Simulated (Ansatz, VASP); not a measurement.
# BeS2 in VASP and in Ansatz

```
Be S
1.0
    -2.38764    2.38764    4.13304
     2.38764   -2.38764    4.13304
     2.38764    2.38764   -4.13304
Be S
2 4
Direct
  0.00000 0.00000 0.00000
  0.75000 0.25000 0.50000
  0.37500 0.40945 0.53445
  0.59055 0.12500 0.96555
  0.87500 0.84055 0.46555
  0.15945 0.62500 0.03445
```

Alike in both runs: functional PBE; k mesh 12 × 12 × 12; occupations gaussian, width 0.1 eV; no spin polarisation.

Ansatz relaxed the structure, and its values are those at the end. VASP's run is a single point on that final structure, the one shown.

|  | VASP | Ansatz |
| --- | --- | --- |
| version | VASP 6.6.1 | Ansatz 0.2.0 |
| potentials or method | VASP PAW PBE potentials, release 64 (Be, S), cutoff 520 eV | scalar-relativistic, plane waves, PAW |
| valence electrons in the cell | 28 | 28 |

```csv
,VASP,Ansatz,Ansatz less VASP
gap on the k mesh at the Fermi level (eV),none,none,-
pressure (GPa),0.0,0.0,+0.03
```

A gap of «none» marks a metal or a gap that the smearing closes. With one functional, cell and mesh, what is left measures potentials, basis and numerics.
